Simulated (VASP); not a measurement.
# In4SbAs3: single point with PBE

The system is In4SbAs3.

```xyz
8
Lattice="6.3005 -0.0010 0.0004 -0.0010 6.3038 -0.0002 -3.1494 -3.1516 6.2934" Properties=species:S:1:pos:R:3 pbc="T T T"
In    1.6417    4.6597    1.6255
In    4.6555    1.6458    1.6249
In   -1.5055   -1.5085    4.6700
In    1.5088    1.5057    4.6663
Sb   -0.0016    0.0001    0.0008
As    0.0000    3.1512    3.1473
As    3.1523   -0.0021    3.1463
As    3.1490    3.1532   -0.0003
```

```
Program             : VASP 6.6.1
Task                : single point
Functional          : PBE
Potentials or basis : VASP PAW PBE potentials, release 64 (In_d, Sb, As)
Cutoff              : 520 eV
k mesh              : 4 × 4 × 4
Occupations         : gaussian, width 0.2 eV
Spin                : no spin polarisation
```

* Pressure: 0.0 GPa
* Largest force: 0.012 eV/Å
* Band gap on the k mesh: zero (filled and empty bands touch)

Forces on the atoms (eV/Å):
```
In  -0.003  0.004 -0.010
In   0.005 -0.007 -0.009
In  -0.005 -0.003  0.006
In   0.001  0.005  0.011
Sb   0.002  0.001 -0.001
As   0.000  0.000  0.000
As  -0.001  0.002  0.002
As   0.003 -0.001  0.001
```

Levels at points of the mesh, in eV from the Fermi level:
```tsv
k point	band 32	band 33	band 34	band 35	band 36	band 37	band 38	band 39	band 40	band 41
(0.00, 0.00, 0.00)	-2.16	-2.16	-0.69	-0.08	-0.08	-0.08	1.54	1.73	3.51	3.51
(0.50, 0.00, 0.00)	-1.96	-1.84	-1.69	-1.19	-0.93	2.23	2.35	2.65	2.82	2.95
(0.00, 0.50, 0.00)	-1.96	-1.84	-1.69	-1.19	-0.93	2.23	2.35	2.65	2.81	2.95
(0.50, 0.50, 0.00)	-1.17	-1.09	-0.96	-0.79	-0.73	0.43	0.76	1.99	2.41	4.21
(0.00, 0.00, 0.50)	-2.08	-1.54	-1.54	-1.16	-1.16	1.38	1.58	1.76	1.76	1.93
(0.50, 0.00, 0.50)	-1.96	-1.84	-1.69	-1.19	-0.93	2.23	2.35	2.65	2.82	2.95
(0.00, 0.50, 0.50)	-1.96	-1.84	-1.69	-1.19	-0.93	2.24	2.35	2.65	2.81	2.95
(0.50, 0.50, 0.50)	-1.17	-1.09	-0.96	-0.79	-0.73	0.43	0.76	1.99	2.41	4.21
```

Run time: 15 min on 1 thread of Intel Xeon 8259CL, with other jobs on the host, peak memory 0.58 GiB.

Caveat: semilocal functionals underestimate gaps, and a narrow one can read as zero; spin-orbit coupling is left out, which moves the levels of the heavy elements.
